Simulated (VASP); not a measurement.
Write the native input for VASP 6.6.1 that does the following.

* Task: single point
* Functional: LDA
* Potentials or basis: VASP PAW LDA potentials, release 64 (Nb_sv)
* Cutoff: 520 eV
* k mesh: 7 × 7 × 7
* Occupations: fermi-dirac, width 0.1 eV
* Spin: no spin polarisation
* Dipole correction: no
* Further INCAR settings: ALGO = Normal; EDIFF = 1e-07; NBANDS = 12

The structure of Nb lies in POSCAR:

```
Nb
1.0
   -1.6239650939      1.6239650939      1.6239650939
    1.6239650939     -1.6239650939      1.6239650939
    1.6239650939      1.6239650939     -1.6239650939
Nb
1
Direct
    0.0000000000      0.0000000000      0.0000000000
```

These files were run (other wordings do the same):

INCAR

```
SYSTEM = Nb
ALGO     = Normal         ! electronic algorithm
EDIFF    = 1E-7           ! SCF threshold, eV
ENCUT    = 520            ! plane-wave cutoff, eV
GGA      = CA             ! functional
ISIF     = 2              ! what is computed and relaxed
ISMEAR   = -1             ! smearing method
LASPH    = .True.         ! aspherical terms in the spheres
LCHARG   = .True.         ! write CHGCAR
LELF     = .True.         ! ELF
LREAL    = .False.        ! projectors in reciprocal space
LVHAR    = .True.       
LWAVE    = .False.        ! write WAVECAR
NBANDS   = 12             ! bands
NELM     = 60             ! most SCF steps
PREC     = Accurate       ! precision mode
SIGMA    = 0.1            ! smearing width, eV
```

KPOINTS

```
k-points
0
Gamma
  7 7 7
  0 0 0
```

Potentials or basis: VASP PAW LDA potentials, release 64 (Nb_sv).

Run with:

```bash
$ cat potpaw_LDA.64/Nb_sv/POTCAR > POTCAR
$ mpirun -np 1 vasp_std > vasp.out
```

It gave:

```
Pressure : -0.2 GPa
```

Caveat: the k points lie up to 0.39 Å⁻¹ apart.

Wall time 5.6 s on 1 thread of Intel(R) Xeon(R) Platinum 8259CL CPU @ 2.50GHz (Skylake/Cascade Lake), with other jobs on the host, peak memory 0.12 GiB.
